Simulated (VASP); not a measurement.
Set up this calculation in VASP 6.6.1, as the native input.

* Task: relaxation of cell and atoms
* Functional: PBE
* Potentials or basis: VASP PAW PBE potentials, release 64 (Al, P)
* Cutoff: 500 eV
* k mesh: 6 × 6 × 6
* Occupations: gaussian, width 0.01 eV
* Spin: no spin polarisation
* Target pressure: 2 GPa
* Dipole correction: no
* Further INCAR settings: ALGO = Normal; EDIFF = 1e-07; IBRION = 2; EDIFFG = -0.02; NSW = 50; ISIF = 3

The structure of AlP lies in POSCAR:

```
AlP
1.0
    0.0000000000      2.7255000000      2.7255000000
    2.7255000000      0.0000000000      2.7255000000
    2.7255000000      2.7255000000      0.0000000000
Al P
1 1
Direct
    0.0000000000      0.0000000000      0.0000000000
    0.2500000000      0.2500000000      0.2500000000
```

These files were run (other wordings do the same):

INCAR

```
SYSTEM = AlP
ALGO = Normal
EDIFF = 1E-7
EDIFFG = -0.02
ENCUT = 500
GGA = PE
GGA_COMPAT = .False.
IBRION = 2
ISIF = 3
ISMEAR = 0
LASPH = .True.
LCHARG = .False.
LREAL = .False.
LWAVE = .False.
NELM = 120
NELMIN = 4
NSW = 50
PREC = Accurate
PSTRESS = 20.0
SIGMA = 0.01
```

KPOINTS

```
k-points
0
Gamma
  6 6 6
  0 0 0
```

Potentials or basis: VASP PAW PBE potentials, release 64 (Al, P).

Command:

```sh
$ cat potpaw_PBE.64/Al/POTCAR potpaw_PBE.64/P/POTCAR > POTCAR
$ mpirun -np 1 vasp_std > vasp.out
```

Results of the run:

| Property | Result |
| --- | --- |
| Relaxed volume | 20.39 Å³/atom |
| Relaxed cell | a = 3.864 Å, b = 3.864 Å, c = 3.864 Å, α = 60.00°, β = 60.00°, γ = 60.00° |
| Space group after relaxing (to 0.05 Å) | F-43m (No. 216) |
| Energy change on relaxing (the enthalpy is what falls) | -2.1 meV/atom |
| Ionic steps | 3 |
| Pressure after relaxing | 2.0 GPa |
| Band gap on the k mesh | 1.58 eV, indirect (least direct gap 3.29 eV) |

Caveat: the cell is relaxed towards a set pressure, so the enthalpy falls and the energy may rise.

Wall time 7.9 s on 1 thread of Intel(R) Xeon(R) 6975P-C (Granite Rapids), with other jobs on the host, peak memory 0.14 GiB.
